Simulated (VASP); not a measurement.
# HgTe (R3m) in VASP: notebook

HgTe is run at these levels: PBE; tasks: single point.

All numbers are computed with VASP 6.6.1; they aren't measurements. Logs are shortened: lines on timing, memory, paths and dates and some standing lists are left out, and cuts for length are marked.

## (1) The cell of the first run

It takes space group R3m (No. 160, trigonal). The conventional cell has a = 4.559 Å, b = 4.559 Å, c = 11.167 Å, α = 90.00°, β = 90.00°, γ = 120.00°. Hg (site symmetry 3m) has 4 Te at 2.70 to 2.82 Å within 3.6 Å. Te (site symmetry 3m) has 4 Hg at 2.70 to 2.82 Å within 3.6 Å.

## (2) Single point, PBE

INCAR

```
SYSTEM = HgTe
  PREC = Accurate
  ENCUT = 520
  EDIFF = 1E-6
  ISMEAR = 0
  SIGMA = 0.15
  LREAL = .False.
  LASPH = .True.
  NELM = 80
  ALGO = Normal
  ISIF = 2
  LWAVE = .False.
  LCHARG = .False.
  GGA = PE
  NBANDS = 16
```

KPOINTS

```
regular mesh
0
Gamma
  14 14 14
  0 0 0
```

POSCAR

```
HgTe
1.0
    0.0000000000      3.2235000000      3.2235000000
    3.2235000000      0.0000000000      3.2235000000
    3.2235000000      3.2235000000      0.0000000000
Hg Te
1 1
Direct
   -0.0078359157     -0.0078359157     -0.0078359157
    0.7500000000      0.7500000000      0.7500000000
```

Potentials or basis: VASP PAW PBE potentials, release 64 (Hg, Te).

On the command line:

```bash
$ cat potpaw_PBE.64/Hg/POTCAR potpaw_PBE.64/Te/POTCAR > POTCAR
$ mpirun -np 1 vasp_std > vasp.out
```

OUTCAR:

```text
SYSTEM = HgTe
   PREC = Accurate
   ENCUT = 520
   EDIFF = 1E-6
   ISMEAR = 0
   LREAL = .False.
   LASPH = .True.
   NELM = 80
   ISIF = 2
   GGA = PE

 ion  position               nearest neighbor table
   1  0.992  0.992  0.992-   2 2.70   2 2.82   2 2.82   2 2.82
   2  0.750  0.750  0.750-   1 2.70   1 2.82   1 2.82   1 2.82

  LATTYP: Found a face centered cubic cell.
 ALAT       =     6.4470000000

  Lattice vectors:

 A1 = (   0.0000000000,   3.2235000000,   3.2235000000)
 A2 = (   3.2235000000,   0.0000000000,   3.2235000000)
 A3 = (   3.2235000000,   3.2235000000,   0.0000000000)

Analysis of symmetry for initial positions (statically):
=====================================================================
 Subroutine PRICEL returns:
 Original cell was already a primitive cell.

 Routine SETGRP: Setting up the symmetry group for a
 face centered cubic supercell.

 Subroutine GETGRP returns: Found  6 space group operations
 (whereof  6 operations were pure point group operations)
 out of a pool of 48 trial point group operations.

The static configuration has the point symmetry C_3v.

Analysis of symmetry for dynamics (positions and initial velocities):
=====================================================================
 Subroutine PRICEL returns:
 Original cell was already a primitive cell.

 Routine SETGRP: Setting up the symmetry group for a
 face centered cubic supercell.

 Subroutine GETGRP returns: Found  6 space group operations
 (whereof  6 operations were pure point group operations)
 out of a pool of 48 trial point group operations.

The dynamic configuration has the point symmetry C_3v.

 Subroutine INISYM returns: Found  6 space group operations
 (whereof  6 operations are pure point group operations),
 and found     1 'primitive' translations

----------------------------------------------------------------------------------------

                                     Primitive cell

  volume of cell :      66.9905

  direct lattice vectors                    reciprocal lattice vectors
     0.000000000  3.223500000  3.223500000    -0.155110904  0.155110904  0.155110904
     3.223500000  0.000000000  3.223500000     0.155110904 -0.155110904  0.155110904
     3.223500000  3.223500000  0.000000000     0.155110904  0.155110904 -0.155110904

  length of vectors
     4.558717418  4.558717418  4.558717418     0.268659967  0.268659967  0.268659967

  position of ions in fractional coordinates (direct lattice)
     0.992164084  0.992164084  0.992164084
     0.750000000  0.750000000  0.750000000

  ion indices of the primitive-cell ions
   primitive index   ion index
                 1           1
                 2           2

----------------------------------------------------------------------------------------

 KPOINTS: regular mesh

Automatic generation of k-mesh.
 Grid dimensions read from file:
 generate k-points for:   14   14   14

 Generating k-lattice:

  Cartesian coordinates                     Fractional coordinates (reciprocal lattice)
    -0.011079350  0.011079350  0.011079350     0.071428571  0.000000000  0.000000000
     0.011079350 -0.011079350  0.011079350     0.000000000  0.071428571  0.000000000
     0.011079350  0.011079350 -0.011079350     0.000000000  0.000000000  0.071428571

  Length of vectors
     0.019189998  0.019189998  0.019189998

  Shift w.r.t. Gamma in fractional coordinates (k-lattice)
     0.000000000  0.000000000  0.000000000

 Subroutine IBZKPT returns following result:
 ===========================================

 Found    288 irreducible k-points:

 Following reciprocal coordinates:
            Coordinates               Weight
  0.000000  0.000000  0.000000      1.000000
  0.071429  0.000000  0.000000      6.000000
  0.071429  0.071429  0.071429      2.000000
  0.142857  0.000000  0.000000      6.000000
  0.142857  0.142857  0.142857      2.000000
  0.214286  0.000000  0.000000      6.000000
[... 16 lines left out ...]
  0.285714  0.071429  0.000000     12.000000
  0.071429  0.071429 -0.214286      6.000000
 [... further k-points ...]
   k-points           NKPTS =    288   k-points in BZ     NKDIM =    288   number of bands    NBANDS=     16
   number of dos      NEDOS =    301   number of ions     NIONS =      2
   total plane-waves  NPLWV =  46656
   dimension x,y,z NGX =    36 NGY =   36 NGZ =   36
   dimension x,y,z NGXF=    72 NGYF=   72 NGZF=   72
   ions per type =               1   1
   NGX,Y,Z   is equivalent  to a cutoff of  13.13, 13.13, 13.13 a.u.
   NGXF,Y,Z  is equivalent  to a cutoff of  26.26, 26.26, 26.26 a.u.
 SYSTEM =  HgTe
   PREC   = accura    normal or accurate (medium, high low for compatibility)
   ISTART =      0    job   : 0-new  1-cont  2-samecut
   ICHARG =      2    charge: 1-file 2-atom 10-const
   ISPIN  =      1    spin polarized calculation?
   LNONCOLLINEAR =      F non collinear calculations
   LSORBIT =      F    spin-orbit coupling
   LASPH  =      T    aspherical Exc in radial PAW
   ENCUT  =  520.0 eV  38.22 Ry    6.18 a.u.   8.48  8.48  8.48*2*pi/ulx,y,z
   NELM   =     80;   NELMIN=  2; NELMDL= -5     # of ELM steps
   EDIFF  = 0.1E-05   stopping-criterion for ELM
   LREAL  =      F    real-space projection
   EDIFFG = 0.1E-04   stopping-criterion for IOM
   NSW    =      0    number of steps for IOM
   IBRION =     -1    ionic relax: 0-MD 1-quasi-New 2-CG
   NFREE  =      0    steps in history (QN), initial steepest desc. (CG)
   ISIF   =      2    stress and relaxation
   ISYM   =      2    0-nonsym 1-usesym 2-fastsym
   POTIM  = 0.5000    time-step for ionic-motion
   TEBEG  =    0.0;   TEEND  =   0.0 temperature during run
   PSTRESS=    0.0 pullay stress
   NELECT =      18.0000    total number of electrons
   NUPDOWN=      -1.0000    fix difference up-down
   EMIN   =  10.00;   EMAX   =-10.00  energy-range for DOS
   EFERMI =   0.00;   METHOD = LEGACY
   ISMEAR =     0;   SIGMA  =   0.15  broadening in eV -4-tet -1-fermi 0-gaus
   EFERMI_NEDOS =   21; number of points for ismear=-14 and -15
   IALGO  =     38    algorithm
   IMIX   =      4    mixing-type and parameters
     AMIX     =   0.40;   BMIX     =  1.00
     AMIX_MAG =   1.60;   BMIX_MAG =  1.00
  volume/ion in A,a.u.               =      33.50       226.04
  Fermi-wavevector in a.u.,A,eV,Ry     =   1.056399  1.996305 15.183815  1.115979
  Thomas-Fermi vector in A             =   2.191633
   LORBIT       =      0    0 simple, 1 ext, 2 COOP (PROOUT), +10 PAW based schemes
   GGA     = PE    functional components
   LHFCALC =     F    Hartree Fock is set to
   AEXX    =    0.0000 exact exchange contribution
   IVDW    =     0    specifies the selected vdW correction
   LEPSILON=     F    determine dielectric tensor
   LRPA    =     F    only Hartree local field effects (RPA)
 non-spin polarized calculation
 Gauss-broadening in eV      SIGMA  =   0.15
  energy-cutoff  :      520.00
  volume of cell :       66.99
 maximum number of plane-waves:      1829
 NGX is ok and might be reduce to    36
   NGX = 17   NGY = 17   NGZ = 17

 number of electron      18.0000001 magnetization

 Free energy of the ion-electron system (eV)
  ---------------------------------------------------
  ext. energy  EPLUGINS =         0.00000000
  ---------------------------------------------------
  free energy    TOTEN  =        -3.55429610 eV

  energy without entropy =       -3.55410155  energy(sigma->0) =       -3.55419882

 E-fermi :   3.3242     XC(G=0):  -8.7798

 val. band max:        3.2046821131   @ k =   0.0000   0.0000   0.0000
 cond. band min:       3.5643034461   @ k =   0.0714   0.0714   0.0714
 fundamental gap:      0.3596213330
 Fermi energy:         3.3241803645

 k-point     1 :       0.0000    0.0000    0.0000
  band No.  band energies     occupation
      1      -8.8742      2.00000
      2      -4.3158      2.00000
      3      -4.1888      2.00000
      4      -4.1888      2.00000
      5      -3.6872      2.00000
      6      -3.6872      2.00000
[... 8 lines left out ...]
     15      12.6969      0.00000
     16      12.6969      0.00000

 k-point     2 :       0.0714    0.0000    0.0000
  band No.  band energies     occupation
      1      -8.8486      2.00000
      2      -4.3081      2.00000
      3      -4.1835      2.00000
      4      -4.1796      2.00000
      5      -3.6883      2.00000
      6      -3.6871      2.00000
[... 8 lines left out ...]
     15      12.2444      0.00000
     16      12.2633      0.00000

 k-point     3 :       0.0714    0.0714    0.0714
  band No.  band energies     occupation
      1      -8.8463      2.00000
      2      -4.3084      2.00000
      3      -4.1794      2.00000
      4      -4.1794      2.00000
      5      -3.6892      2.00000
      6      -3.6892      2.00000
[... 8 lines left out ...]
     15      12.2358      0.00000
     16      12.2358      0.00000

 k-point     4 :       0.1429    0.0000    0.0000
  band No.  band energies     occupation
      1      -8.7754      2.00000
      2      -4.2861      2.00000
      3      -4.1691      2.00000
      4      -4.1478      2.00000
      5      -3.6906      2.00000
      6      -3.6857      2.00000
[... 8 lines left out ...]
     15      11.8357      0.00000
     16      11.8379      0.00000

 k-point     5 :       0.1429    0.1429    0.1429
  band No.  band energies     occupation
      1      -8.7666      2.00000
      2      -4.2811      2.00000
      3      -4.1533      2.00000
      4      -4.1533      2.00000
      5      -3.6941      2.00000
      6      -3.6941      2.00000
[... 8 lines left out ...]
     15      11.8074      0.00000
     16      11.8074      0.00000

 k-point     6 :       0.2143    0.0000    0.0000
  band No.  band energies     occupation
      1      -8.6663      2.00000
      2      -4.2534      2.00000
      3      -4.1503      2.00000
      4      -4.0814      2.00000
      5      -3.6919      2.00000
      6      -3.6808      2.00000
[... 8 lines left out ...]
     15      11.6558      0.00000
     16      11.6854      0.00000

 k-point     7 :       0.2143    0.2143    0.2143
  band No.  band energies     occupation
      1      -8.6471      2.00000
      2      -4.2195      2.00000
      3      -4.1165      2.00000
      4      -4.1165      2.00000
      5      -3.6991      2.00000
      6      -3.6991      2.00000
[... 8 lines left out ...]
     15      11.6266      0.00000
     16      11.6266      0.00000

 k-point     8 :       0.2857    0.0000    0.0000
  band No.  band energies     occupation
      1      -8.5404      2.00000
      2      -4.2175      2.00000
      3      -4.1329      2.00000
      4      -3.9619      2.00000
      5      -3.6896      2.00000
      6      -3.6710      2.00000
[... 8 lines left out ...]
     15      11.7731      0.00000
     16      11.8481      0.00000

 k-point     9 :       0.2857    0.2857    0.2857
  band No.  band energies     occupation
      1      -8.5083      2.00000
      2      -4.1024      2.00000
      3      -4.0781      2.00000
      4      -4.0781      2.00000
      5      -3.7005      2.00000
      6      -3.7005      2.00000
[... 8 lines left out ...]
     15      11.7599      0.00000
     16      11.7599      0.00000
[... 172 lines left out ...]
 k-point    19 :       0.1429    0.0714    0.1429
  band No.  band energies     occupation
      1      -8.7767      2.00000
      2      -4.2863      2.00000
      3      -4.1661      2.00000
      4      -4.1482      2.00000
      5      -3.7000      2.00000
      6      -3.6848      2.00000
[... 8 lines left out ...]
     15      11.2805      0.00000
     16      12.3949      0.00000

 k-point    20 :       0.2143    0.0714    0.0000
  band No.  band energies     occupation
      1      -8.6833      2.00000
      2      -4.2570      2.00000
      3      -4.1522      2.00000
      4      -4.0971      2.00000
      5      -3.6993      2.00000
      6      -3.6782      2.00000
[... 8 lines left out ...]
     15      11.4764      0.00000
     16      12.1625      0.00000

 k-point    21 :       0.0714    0.0714   -0.1429
  band No.  band energies     occupation
      1      -8.6869      2.00000
      2      -4.2645      2.00000
      3      -4.1403      2.00000
      4      -4.1106      2.00000
      5      -3.6990      2.00000
      6      -3.6716      2.00000
[... 8 lines left out ...]
     15      11.5347      0.00000
     16      12.1832      0.00000

 k-point    22 :       0.2143    0.1429    0.2143
  band No.  band energies     occupation
      1      -8.6703      2.00000
      2      -4.2381      2.00000
      3      -4.1352      2.00000
      4      -4.1107      2.00000
      5      -3.7075      2.00000
      6      -3.6873      2.00000
[... 8 lines left out ...]
     15      11.5166      0.00000
     16      12.1302      0.00000

 k-point    23 :       0.2857    0.0714    0.0000
  band No.  band energies     occupation
      1      -8.5623      2.00000
      2      -4.2183      2.00000
      3      -4.1335      2.00000
      4      -4.0001      2.00000
      5      -3.6965      2.00000
      6      -3.6714      2.00000
[... 8 lines left out ...]
     15      11.5908      0.00000
     16      12.1937      0.00000

 k-point    24 :       0.0714    0.0714   -0.2143
  band No.  band energies     occupation
      1      -8.5666      2.00000
      2      -4.2330      2.00000
      3      -4.1214      2.00000
      4      -4.0133      2.00000
      5      -3.6941      2.00000
      6      -3.6618      2.00000
[... 8 lines left out ...]
     15      11.6253      0.00000
     16      12.2449      0.00000

 [... further k-points ...]

------------------------ aborting loop because EDIFF is reached ----------------------------------------

  FORCE on cell =-STRESS in cart. coord.  units (eV):
  Direction    XX          YY          ZZ          XY          YZ          ZX
  --------------------------------------------------------------------------------------
  -------------------------------------------------------------------------------------
  Total        1.7943603      1.7943603      1.7943603      0.4015413      0.4015413      0.4015413
  in kB       42.9148109     42.9148109     42.9148109      9.6034602      9.6034602      9.6034602
  external PRESSURE =      42.9148109 kB  Pullay stress =       0.0000000 kB

 VOLUME and BASIS-vectors are now :
 -----------------------------------------------------------------------------
  energy-cutoff  :      520.00
  volume of cell :       66.99
      direct lattice vectors                 reciprocal lattice vectors
     0.000000000  3.223500000  3.223500000    -0.155110904  0.155110904  0.155110904
     3.223500000  0.000000000  3.223500000     0.155110904 -0.155110904  0.155110904
     3.223500000  3.223500000  0.000000000     0.155110904  0.155110904 -0.155110904

 POSITION                                       TOTAL-FORCE (eV/Angst)
 -----------------------------------------------------------------------------------
      6.39648      6.39648      6.39648         0.260095      0.260095      0.260095
      4.83525      4.83525      4.83525        -0.260095     -0.260095     -0.260095
 -----------------------------------------------------------------------------------
    total drift:                                0.000010      0.000010      0.000010

  FREE ENERGIE OF THE ION-ELECTRON SYSTEM (eV)
  ---------------------------------------------------
  free  energy   TOTEN  =        -3.5542960974 eV

  energy  without entropy=       -3.5541015503  energy(sigma->0) =       -3.55419882
```

Run time: 4 min. Hardware: 1 thread of Intel Xeon 6975P-C, shared host; peak memory 0.45 GiB.

What came out:

| Item | Value |
| --- | --- |
| Free energy | -3.5543 eV |
| Pressure | 4.3 GPa |
| Largest force | 0.450 eV/Å |
| Band gap on the k mesh | zero (filled and empty bands touch) |

Forces in eV/Å, atoms in the order of the input:
```
Hg   0.260  0.260  0.260
Te  -0.260 -0.260 -0.260
```

Levels at points of the mesh, in eV from the Fermi level:
| k point | band 5 | band 6 | band 7 | band 8 | band 9 | band 10 | band 11 | band 12 | band 13 | band 14 |
| --- | --- | --- | --- | --- | --- | --- | --- | --- | --- | --- |
| (0.00, 0.00, 0.00) | -7.01 | -7.01 | -0.86 | -0.19 | -0.12 | -0.12 | 4.04 | 4.04 | 4.17 | 6.33 |
| (0.50, 0.00, 0.00) | -6.97 | -6.68 | -5.61 | -1.24 | -1.01 | 0.51 | 4.65 | 5.07 | 6.69 | 7.78 |
| (0.50, 0.50, 0.50) | -7.01 | -6.79 | -5.88 | -1.21 | -1.21 | 0.75 | 4.95 | 4.95 | 6.83 | 7.75 |
| (0.50, 0.50, 0.00) | -6.95 | -6.55 | -5.62 | -2.45 | -2.44 | 1.73 | 2.34 | 8.10 | 8.68 | 8.84 |

Caveat: the cell differs from its parent crystal (all Hg atoms moved +0.087 Å, as atom 1 towards its neighbour atom 2 (Te) at 2.792 Å); spin-orbit coupling is left out, which moves the levels of the heavy elements.

## (3) Single point, PBE

INCAR

```
PREC = Accurate
ENCUT = 520
EDIFF = 1E-7
ISMEAR = 0
SIGMA = 0.15
LREAL = F
LASPH = T
NELM = 60
ALGO = Normal
ISIF = 2
LWAVE = F
LCHARG = T
GGA = PE
LELF = T
LVHAR = T
NBANDS = 16
```

KPOINTS

```
regular mesh
0
Gamma
  14 14 14
```

POSCAR, as its differences from that of step 2:

```diff
@@ -8,3 +8,3 @@
 Direct
-   -0.0078359157     -0.0078359157     -0.0078359157
+    0.0089553322      0.0089553322      0.0089553322
     0.7500000000      0.7500000000      0.7500000000
```

Potentials or basis: VASP PAW PBE potentials, release 64 (Hg, Te).

On the command line:

```bash
$ cat potpaw_PBE.64/Hg/POTCAR potpaw_PBE.64/Te/POTCAR > POTCAR
$ mpirun -np 1 vasp_std > vasp.out
```

Wall time 5 min (1 thread of Intel Xeon 6975P-C (Granite Rapids), shared host); peak memory 0.45 GiB.

Results (log left out):

```yaml
Free_energy: -3.5546 eV
Pressure: 4.3 GPa
Largest_force: 0.337 eV/Å
```

Forces in eV/Å, atoms in the order of the input:
```
Hg  -0.194 -0.194 -0.194
Te   0.194  0.194  0.194
```

Stress tensor (GPa, compression positive):
```
 4.30 -0.79 -0.79
-0.79  4.30 -0.79
-0.79 -0.79  4.30
```

Levels at points of the mesh, in eV from the Fermi level:
| k point | band 5 | band 6 | band 7 | band 8 | band 9 | band 10 | band 11 | band 12 | band 13 | band 14 |
| --- | --- | --- | --- | --- | --- | --- | --- | --- | --- | --- |
| (0.00, 0.00, 0.00) | -7.00 | -7.00 | -0.85 | -0.16 | -0.16 | -0.09 | 4.04 | 4.13 | 4.13 | 6.34 |
| (0.50, 0.00, 0.00) | -6.97 | -6.71 | -5.75 | -1.29 | -1.03 | 0.66 | 4.68 | 5.16 | 6.77 | 7.77 |
| (0.50, 0.50, 0.50) | -6.97 | -6.63 | -5.42 | -1.06 | -1.06 | 0.36 | 4.82 | 4.82 | 6.61 | 7.82 |
| (0.50, 0.50, 0.00) | -6.94 | -6.54 | -5.61 | -2.45 | -2.42 | 1.74 | 2.35 | 8.12 | 8.70 | 8.84 |

Caveat: the cell differs from its parent crystal (all Hg atoms moved -0.100 Å, as atom 1 towards its neighbour atom 2 (Te) at 2.792 Å); spin-orbit coupling is left out, which moves the levels of the heavy elements.

## (4) Single point, PBE

INCAR

```
SYSTEM = HgTe
ALGO = Normal
EDIFF = 1E-6
ENCUT = 520
GGA = PE
ISIF = 2
ISMEAR = 0
LASPH = .TRUE.
LCHARG = .FALSE.
LREAL = .FALSE.
LWAVE = .FALSE.
NBANDS = 16
NELM = 60
PREC = Accurate
SIGMA = 0.15
```

KPOINTS

```
k-points
0
G
  14 14 14
  0 0 0
```

POSCAR, as its differences from that of step 3:

```diff
@@ -8,3 +8,3 @@
 Direct
-    0.0089553322      0.0089553322      0.0089553322
+    0.0044776661      0.0044776661      0.0044776661
     0.7500000000      0.7500000000      0.7500000000
```

On the command line:

```bash
$ cat potpaw_PBE.64/Hg/POTCAR potpaw_PBE.64/Te/POTCAR > POTCAR
$ mpirun -np 1 vasp_std > vasp.out
```

It took 4.4 min on 1 thread of Intel Xeon 6975P-C (Granite Rapids), shared host; peak memory 0.45 GiB.

It converged, with:

* Free energy: -3.5678 eV
* Pressure: 4.2 GPa
* Largest force: 0.187 eV/Å

Forces on the atoms (eV/Å):
```
Hg  -0.108 -0.108 -0.108
Te   0.108  0.108  0.108
```

Stress tensor (GPa, compression positive):
```
 4.18 -0.43 -0.43
-0.43  4.18 -0.43
-0.43 -0.43  4.18
```

Levels at points of the mesh, in eV from the Fermi level:
```csv
k point,band 6,band 7,band 8,band 9,band 10,band 11,band 12,band 13
"(0.00, 0.00, 0.00)",-7.00,-0.84,-0.15,-0.15,-0.11,4.05,4.10,4.10
"(0.50, 0.00, 0.00)",-6.70,-5.72,-1.22,-1.09,0.61,4.78,5.02,6.75
"(0.50, 0.50, 0.50)",-6.65,-5.56,-1.10,-1.10,0.47,4.85,4.85,6.67
"(0.50, 0.50, 0.00)",-6.54,-5.61,-2.45,-2.44,1.75,2.34,8.11,8.72
```

Caveat: the cell differs from its parent crystal (all Hg atoms moved -0.050 Å, as atom 1 towards its neighbour atom 2 (Te) at 2.792 Å); spin-orbit coupling is left out, which moves the levels of the heavy elements.

(Part 1 of 2 ends here.)
